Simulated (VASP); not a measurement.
Input of a VASP 6.6.1 run:

File INCAR:

```
PREC = Accurate ; ENCUT = 600
EDIFF = 1E-6 ; ISMEAR = -1
SIGMA = 0.05 ; LREAL = F
LASPH = T ; NELM = 80
ALGO = Normal ; ISIF = 3
LWAVE = F ; LCHARG = F
GGA = CA ; IBRION = 2
NSW = 60 ; EDIFFG = -0.01
```

The input KPOINTS:

```
Automatic mesh
0
Gamma
  8 8 4
```

File POSCAR:

```
TiTe2
1.0
    3.7770000000      0.0000000000      0.0000000000
   -1.8885000000      3.2709779501      0.0000000000
    0.0000000000      0.0000000000      6.4980000000
Te Ti
2 1
Direct
    0.3333333333      0.6666666667      0.7372000000
    0.6666666667      0.3333333333      0.2628000000
    0.0000000000      0.0000000000      0.0000000000
```

Potentials or basis: VASP PAW LDA potentials, release 64 (Te, Ti_sv).

Command:

```console
$ cat potpaw_LDA.64/Te/POTCAR potpaw_LDA.64/Ti_sv/POTCAR > POTCAR
$ mpirun -np 1 vasp_std > vasp.out
```

**Question.** Estimate the relaxed cell.

**Answer.** a = 3.677 Å, b = 3.677 Å, c = 6.302 Å, α = 90.00°, β = 90.00°, γ = 120.00°.

**Question.** Estimate the relaxed volume.

**Answer.** 24.59 Å³/atom.

**Question.** What does it give for the band gap on the k mesh?

**Answer.** Zero (bands 12 and 13 overlap by 0.85 eV).

Final structure:
```
CELL_PARAMETERS angstrom
3.67682 0.00000 0.00000
-1.83841 3.18422 0.00000
0.00000 0.00000 6.30175
ATOMIC_POSITIONS crystal
Te 0.33333 0.66667 0.72993
Te 0.66667 0.33333 0.27007
Ti 0.00000 0.00000 0.00000
```

Caveat: spin-orbit coupling is left out, which moves the levels of the heavy elements. Zero-point motion and thermal expansion aren't in these numbers.
